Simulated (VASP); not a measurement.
Al6N5 (a cell with a defect): single point with PBE

Al6N5 (a cell with a defect):

```
Al N
1.0
     1.65675    2.86957   -4.18746
     1.65675   -2.86957   -4.18746
    -3.31350    0.00000   -4.18746
Al N
6 5
Direct
  0.75000 0.08333 0.41667
  0.41667 0.75000 0.08333
  0.08333 0.41667 0.75000
  0.91667 0.58333 0.25000
  0.58333 0.25000 0.91667
  0.25000 0.91667 0.58333
  0.58333 0.91667 0.25000
  0.25000 0.58333 0.91667
  0.75000 0.41667 0.08333
  0.47917 0.10417 0.72917
  0.08333 0.75000 0.41667
```

This cell differs from its parent crystal: atoms taken out, atom 10 moved 0.125 of the way to it and +0.000 Å across, host rigid.

```yaml
Program: VASP 6.6.1
Task: single point
Functional: PBE
Potentials_or_basis: VASP PAW PBE potentials, release 64 (Al, N)
Cutoff: 520 eV
k_mesh: 6 × 6 × 6
Occupations: gaussian, width 0.05 eV
Spin: no spin polarisation
Dipole_correction: no
Charge: 3
Further_INCAR_settings: ALGO = Normal; EDIFF = 1e-07; NBANDS = 32; NELECT = 40.0
```

- Largest force: 4.955 eV/Å

Forces on the atoms (eV/Å):
```
Al   2.985  1.756  3.284
Al   0.754  0.048 -0.320
Al   0.409  0.508 -3.100
Al   2.037 -1.200  0.004
Al  -2.007 -1.027 -1.152
Al   0.174  2.434  0.383
N   -0.672 -0.093  0.009
N    0.262 -0.685 -0.905
N    0.224  1.130 -0.023
N   -3.827 -2.544  1.853
N   -0.339 -0.327 -0.032
```

Levels at points of the mesh, in eV from the Fermi level:
| k point | band 16 | band 17 | band 18 | band 19 | band 20 | band 21 | band 22 | band 23 | band 24 | band 25 |
| --- | --- | --- | --- | --- | --- | --- | --- | --- | --- | --- |
| (0.00, 0.00, 0.00) | -1.94 | -1.44 | -0.61 | -0.40 | 0.01 | 0.34 | 3.75 | 4.38 | 5.47 | 6.32 |
| (0.50, 0.00, 0.00) | -2.05 | -1.32 | -0.96 | -0.55 | -0.30 | 0.23 | 3.06 | 4.10 | 4.93 | 6.59 |
| (0.00, 0.50, 0.00) | -1.87 | -1.12 | -1.07 | -0.43 | -0.17 | 0.11 | 3.05 | 4.40 | 4.82 | 6.56 |
| (0.00, 0.00, 0.50) | -1.91 | -1.54 | -1.00 | -0.58 | -0.21 | 0.18 | 3.12 | 4.31 | 5.23 | 6.59 |
| (0.50, 0.50, 0.00) | -1.93 | -1.46 | -1.30 | -0.50 | -0.16 | 0.26 | 3.40 | 4.02 | 4.46 | 5.62 |
| (0.50, 0.00, 0.50) | -1.88 | -1.72 | -1.40 | -0.61 | -0.26 | 0.12 | 3.44 | 4.07 | 4.93 | 5.83 |
| (0.00, 0.50, 0.50) | -1.80 | -1.60 | -1.23 | -0.67 | -0.13 | -0.01 | 3.71 | 3.87 | 5.07 | 5.73 |
| (0.50, 0.50, 0.50) | -1.73 | -1.65 | -1.57 | -1.41 | -1.17 | 1.08 | 3.33 | 3.71 | 4.07 | 7.09 |

Run time: 4.1 min on 1 thread of AMD EPYC 9R45 96-Core Processor (Zen 5), on a shared host, peak memory 0.41 GiB.

Caveat: the cell carries a net charge on a neutralising background, which shifts energy and pressure; the cell differs from its parent crystal (atoms taken out, atom 10 moved 0.125 of the way to it and +0.000 Å across, host rigid); the cell is charged against a uniform background, so pressure and absolute levels hang on convention.
